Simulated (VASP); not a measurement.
# HC18O in VASP: single point with PBE

Aim: the single point of HC18O with PBE.

Program: VASP 6.6.1. These are calculated values, not measurements. Logs are shortened: lines on timing, memory, paths and dates and some standing lists are left out, and cuts for length are marked.

## 1. The cell of the first run

The cell holds a slab with vacuum, 20 atoms: a = 7.398 Å, b = 7.398 Å, c = 12.000 Å, α = 90.00°, β = 90.00°, γ = 120.00°.

## 2. Single point, PBE, collinear spin, ferromagnetic start

The input, INCAR:

```
ALGO = Normal
EDIFF = 1E-7
ENCUT = 520
GGA = PE
ISIF = 2
ISMEAR = 0
ISPIN = 2
LASPH = True
LCHARG = False
LORBIT = 11
LREAL = Auto
LWAVE = False
MAGMOM = 0 0 0 0 0 0 0 0 0 0 0 0 0 0 0 0 0 0 1 0
NBANDS = 60
NELM = 150
PREC = Accurate
SIGMA = 0.02
```

The input, KPOINTS:

```
k-points
0
Gamma
  2 2 1
```

The input, POSCAR:

```
HC18O
1.0
    7.3980000000      0.0000000000      0.0000000000
   -3.6990000000      6.4068560000      0.0000000000
    0.0000000000      0.0000000000     12.0000000000
C O H
18 1 1
Direct
   -0.0051985891      0.0035114752      0.0844853828
    0.2147409142      0.1114367555      0.0772639065
   -0.0063601707      0.3341674276      0.0724893958
    0.2155973752      0.4451973336      0.0720352489
   -0.0053019691      0.6664789270      0.0845686713
    0.2149084751      0.7782060758      0.0774408924
    0.3273844990      0.0010619054      0.0788885887
    0.5489453943      0.1118180491      0.0783773403
    0.3265865732      0.3342131827      0.0725568277
    0.5493450013      0.4461739820      0.0771270385
    0.3267226065      0.6673828147      0.0727237069
    0.5493342588      0.7781897365      0.0774970718
    0.6597398582      0.0010526843      0.0789646322
    0.8827605814      0.1114071196      0.0772336963
    0.6597646246      0.3334919827      0.0785137577
    0.8828801986      0.4461949469      0.0770402400
    0.6578162960      0.6664363502      0.0847282712
    0.8825663808      0.7789545753      0.1190824800
    0.8895668592      0.7928784325      0.2439247821
    0.8231714322      0.6506457434      0.2725574690
```

Potentials or basis: VASP PAW PBE potentials, release 64 (C, O, H).

Run with:

```bash
$ cat potpaw_PBE.64/C/POTCAR potpaw_PBE.64/O/POTCAR potpaw_PBE.64/H/POTCAR > POTCAR
$ mpirun -np 1 vasp_std > vasp.out
```

OUTCAR:

```text
EDIFF = 1E-7
   ENCUT = 520
   GGA = PE
   ISIF = 2
   ISMEAR = 0
   ISPIN = 2
   LASPH = True
   LORBIT = 11
   LREAL = Auto
   NELM = 150
   PREC = Accurate

 ion  position               nearest neighbor table
   1  0.995  0.004  0.084-   2 1.41  14 1.41  18 1.50
   2  0.215  0.111  0.077-   1 1.41   9 1.43   7 1.43
   3  0.994  0.334  0.072-   4 1.42  14 1.43  16 1.43
   4  0.216  0.445  0.072-   3 1.42   9 1.42  11 1.42
   5  0.995  0.666  0.085-   6 1.41  16 1.41  18 1.50
   6  0.215  0.778  0.077-   5 1.41  11 1.43   7 1.43
[... 9 lines left out ...]
  16  0.883  0.446  0.077-   5 1.41   3 1.43  15 1.43
  17  0.658  0.666  0.085-  12 1.41  10 1.41  18 1.50
  18  0.883  0.779  0.119-   1 1.50   5 1.50  17 1.50  19 1.50
  19  0.890  0.793  0.244-  20 0.97  18 1.50
  20  0.823  0.651  0.273-  19 0.97

  LATTYP: Found a hexagonal cell.
 ALAT       =     7.3980000000
 C/A-ratio  =     1.6220600162

  Lattice vectors:

 A1 = (   7.3980000000,   0.0000000000,   0.0000000000)
 A2 = (  -3.6990000000,   6.4068560000,   0.0000000000)
 A3 = (   0.0000000000,   0.0000000000,  12.0000000000)

Analysis of symmetry for initial positions (statically):
=====================================================================
 Subroutine PRICEL returns:
 Original cell was already a primitive cell.

 Routine SETGRP: Setting up the symmetry group for a
 hexagonal supercell.

 Subroutine GETGRP returns: Found  1 space group operations
 (whereof  1 operations were pure point group operations)
 out of a pool of 24 trial point group operations.

The static configuration has the point symmetry C_1 .

Analysis of symmetry for dynamics (positions and initial velocities):
=====================================================================
 Subroutine PRICEL returns:
 Original cell was already a primitive cell.

 Routine SETGRP: Setting up the symmetry group for a
 hexagonal supercell.

 Subroutine GETGRP returns: Found  1 space group operations
 (whereof  1 operations were pure point group operations)
 out of a pool of 24 trial point group operations.

The dynamic configuration has the point symmetry C_1 .

Analysis of structural, dynamic, and magnetic symmetry:
=====================================================================
 Subroutine PRICEL returns:
 Original cell was already a primitive cell.

[... 164 lines left out ...]

 Free energy of the ion-electron system (eV)
  ---------------------------------------------------
  ext. energy  EPLUGINS =         0.00000000
  ---------------------------------------------------
  free energy    TOTEN  =      -174.43201035 eV

  energy without entropy =     -174.43201035  energy(sigma->0) =     -174.43201035

 E-fermi :  -2.0539     XC(G=0):  -3.8838

 val. band max:       -2.2238707085   @ k =   0.5000   0.5000   0.0000
 cond. band min:      -1.7903556719   @ k =   0.0000   0.0000   0.0000
 fundamental gap:      0.4335150366
 Fermi energy:        -2.0539413545

 spin component 1

 k-point     1 :       0.0000    0.0000    0.0000
  band No.  band energies     occupation
      1     -22.8862      1.00000
      2     -21.1001      1.00000
      3     -18.7579      1.00000
      4     -18.7507      1.00000
      5     -18.7400      1.00000
      6     -18.6630      1.00000
[... 205 lines left out ...]
     50       4.1621      0.00000
     51       4.1928      0.00000
 Fermi energy:        -2.0539413545

 spin component 2

 k-point     1 :       0.0000    0.0000    0.0000
  band No.  band energies     occupation
      1     -22.8862      1.00000
      2     -21.1001      1.00000
      3     -18.7579      1.00000
      4     -18.7507      1.00000
      5     -18.7400      1.00000
      6     -18.6630      1.00000
[... 205 lines left out ...]
     50       4.1626      0.00000
     51       4.1927      0.00000
 [bands above 51 left out]

------------------------ aborting loop because EDIFF is reached ----------------------------------------

  FORCE on cell =-STRESS in cart. coord.  units (eV):
  Direction    XX          YY          ZZ          XY          YZ          ZX
  --------------------------------------------------------------------------------------
  -------------------------------------------------------------------------------------
  Total        0.4320754      0.3556177      0.0719185      0.0163000     -0.0827840      0.0056514
  in kB        1.2171095      1.0017363      0.2025865      0.0459153     -0.2331936      0.0159193
  external PRESSURE =       0.8071441 kB  Pullay stress =       0.0000000 kB

 VOLUME and BASIS-vectors are now :
 -----------------------------------------------------------------------------
  energy-cutoff  :      520.00
  volume of cell :      568.78
      direct lattice vectors                 reciprocal lattice vectors
     7.398000000  0.000000000  0.000000000     0.135171668  0.078041398  0.000000000
    -3.699000000  6.406856000  0.000000000     0.000000000  0.156082796  0.000000000
     0.000000000  0.000000000 12.000000000     0.000000000  0.000000000  0.083333333

 POSITION                                       TOTAL-FORCE (eV/Angst)
 -----------------------------------------------------------------------------------
      7.34655      0.02250      1.01382        -0.002864     -0.018253     -0.029187
      1.17645      0.71396      0.92717        -0.009504      0.004955     -0.005072
      6.11486      2.14096      0.86987         0.000167      0.012665      0.001034
     -0.05180      2.85232      0.86442         0.012191     -0.005339     -0.000200
      4.89347      4.27003      1.01482        -0.009777      0.012864      0.002155
     -1.28869      4.98585      0.92929         0.009561      0.009602     -0.014036
[... 12 lines left out ...]
      3.64816      5.07986      2.92710        -0.001354      0.081659      0.047994
      3.68308      4.16859      3.27069        -0.001037     -0.105079      0.066878
 -----------------------------------------------------------------------------------
    total drift:                                0.011782     -0.000160     -0.015761

  FREE ENERGIE OF THE ION-ELECTRON SYSTEM (eV)
  ---------------------------------------------------
  free  energy   TOTEN  =      -174.4320103521 eV

  energy  without entropy=     -174.4320103521  energy(sigma->0) =     -174.43201035

 total charge

# of ion       s       p       d       tot
------------------------------------------
    1        0.861   1.773   0.000   2.634
    2        0.865   1.777   0.000   2.641
    3        0.865   1.774   0.000   2.638
    4        0.863   1.793   0.000   2.655
    5        0.862   1.771   0.000   2.633
    6        0.865   1.778   0.000   2.642
[... 12 lines left out ...]
   19        1.577   3.528   0.000   5.105
   20        0.627   0.119   0.000   0.746
--------------------------------------------------
tot         17.695  35.591   0.000  53.286

 magnetization (x)

# of ion       s       p       d       tot
------------------------------------------
    1       -0.000  -0.000   0.000  -0.000
    2        0.000  -0.000   0.000  -0.000
    3        0.000   0.000   0.000   0.000
    4        0.000   0.000   0.000   0.000
    5        0.000  -0.000   0.000  -0.000
    6       -0.000  -0.000   0.000  -0.000
[... 12 lines left out ...]
   19       -0.000  -0.000   0.000  -0.000
   20        0.000  -0.000   0.000   0.000
--------------------------------------------------
tot         -0.000  -0.000   0.000  -0.000
```

Run time: 8.9 min. Hardware: 1 thread of Intel Xeon Platinum 8375C at 2.90GHz (Ice Lake), shared host; peak memory 0.87 GiB.

What came out:

* Free energy: -174.4320 eV
* Largest force: 0.125 eV/Å
* Net moment: 0.00 μB per cell
* Valence electrons inside the program's atomic spheres: C 2.63, 2.64, 2.65, 2.51 (each value once); O 5.11; H 0.75

Forces on the atoms (eV/Å):
```
C   -0.003 -0.018 -0.029
C   -0.010  0.005 -0.005
C    0.000  0.013  0.001
C    0.012 -0.005  0.000
C   -0.010  0.013  0.002
C    0.010  0.010 -0.014
C   -0.004 -0.007  0.015
C   -0.002  0.004 -0.028
C    0.000  0.001  0.005
C   -0.005 -0.001 -0.008
C   -0.005 -0.006  0.015
C   -0.004 -0.001 -0.001
C    0.001 -0.004  0.005
C    0.005 -0.001  0.009
C    0.004 -0.001  0.016
C   -0.007 -0.010 -0.008
C    0.016  0.022 -0.011
C    0.004  0.012 -0.078
O   -0.001  0.082  0.048
H   -0.001 -0.105  0.067
```

Caveat: the k points lie up to 0.49 Å⁻¹ apart; there is no dipole correction, which matters where the two faces differ.
